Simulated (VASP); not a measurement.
Fe:

```
Fe
1.0
     0.00000    1.80578    1.80578
     1.80578    0.00000    1.80578
     1.80578    1.80578    0.00000
Fe
1
Direct
  0.00000 0.00000 0.00000
```

This isn't the form of Fe at room conditions, which is bcc.

| Item | Value |
| --- | --- |
| Program | VASP 6.6.1 |
| Task | relaxation of cell and atoms |
| Functional | PBE |
| Potentials or basis | VASP PAW PBE potentials, release 64 (Fe) |
| Cutoff | 600 eV |
| k mesh | 15 × 15 × 15 |
| Occupations | fermi-dirac, width 0.05 eV |
| Spin | collinear spin, ferromagnetic start |
| Starting moments | [2.5] μB |

At the start: pressure 4.0 GPa; volume 11.78 Å³/atom.

**Question.** How do energy, volume and symmetry change on relaxing?

**Answer.** Over 3 steps the energy falls by 3.5 meV/atom and the volume is 12.06 Å³/atom (+2.4 %); space group Fm-3m (No. 225, to 0.1 Å) before and after; moment 2.61 μB per cell.

Step by step:
| step | energy change (eV) | largest force (eV/Å) | pressure (GPa) | volume (Å³) |
| --- | --- | --- | --- | --- |
| 1 | 0.0000 | 0.0000 | 3.95 | 11.78 |
| 2 | -0.0013 | 0.0000 | -3.11 | 12.28 |
| 3 | -0.0035 | 0.0000 | -0.10 | 12.06 |

Final structure:
```cif
data_structure
_symmetry_space_group_name_H-M 'P 1'
_symmetry_Int_Tables_number 1
_cell_length_a 2.5739
_cell_length_b 2.5739
_cell_length_c 2.5739
_cell_angle_alpha 60.000
_cell_angle_beta 60.000
_cell_angle_gamma 60.000
_cell_volume 12.06
loop_
_atom_site_label
_atom_site_type_symbol
_atom_site_fract_x
_atom_site_fract_y
_atom_site_fract_z
_atom_site_occupancy
Fe1 Fe 0.00000 0.00000 0.00000 1
```
